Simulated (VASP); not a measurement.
Wanted: the native input for a VASP 6.6.1 run.

- Task: single point
- Functional: PBEsol
- Potentials or basis: VASP PAW PBE potentials, release 64 (Ni, Si)
- Cutoff: 520 eV
- k mesh: 6 × 6 × 6
- Occupations: fermi-dirac, width 0.05 eV
- Spin: collinear spin, ferromagnetic start
- Starting moments: [1.5, 1.5, 1.5, 0.0] μB
- Fixed moment: 4.5 μB
- Dipole correction: no
- Further INCAR settings: ALGO = Normal; EDIFF = 1e-06; NBANDS = 29

The structure of SiNi3 lies in POSCAR:

```
SiNi3
1.0
    3.5420000000      0.0000000000      0.0000000000
    0.0000000000      3.5420000000      0.0000000000
    0.0000000000      0.0000000000      3.5420000000
Ni Si
3 1
Direct
    0.5000000000      0.5000000000      0.0000000000
    0.5000000000      0.0000000000      0.5000000000
    0.0000000000      0.5000000000      0.5000000000
    0.0000000000      0.0000000000      0.0000000000
```

One way to write it, as run:

INCAR

```
SYSTEM = SiNi3
PREC = Accurate ; ENCUT = 520
EDIFF = 1E-6 ; ISMEAR = -1
SIGMA = 0.05 ; LREAL = .False.
LASPH = .True. ; NELM = 150
ALGO = Normal ; ISIF = 2
LWAVE = .False. ; LCHARG = .False.
ISPIN = 2 ; MAGMOM = 1.5 1.5 1.5 0
LORBIT = 11 ; NUPDOWN = 4.5
LMAXMIX = 4 ; GGA = PS
NBANDS = 29
```

KPOINTS

```
Automatic mesh
0
Gamma
  6 6 6
  0 0 0
```

Potentials or basis: VASP PAW PBE potentials, release 64 (Ni, Si).

Run with:

```sh
$ cat potpaw_PBE.64/Ni/POTCAR potpaw_PBE.64/Si/POTCAR > POTCAR
$ mpirun -np 1 vasp_std > vasp.out
```

Results of the run:

```json
{
 "Pressure": "4.4 GPa",
 "Net moment": "4.50 μB per cell",
 "Site moments": "Ni +1.26; Si +0.31 μB",
 "Valence electrons inside the program's atomic spheres": "Ni 9.35; Si 1.62"
}
```

Caveat: the cell stands under pressure; the PAW data sets were made with another functional, which shifts forces and pressure a little; the total moment is fixed, so each spin has its own Fermi level.

Wall time 26 s on 1 thread of Intel(R) Xeon(R) 6975P-C (Granite Rapids) (shared host), peak memory 0.18 GiB.
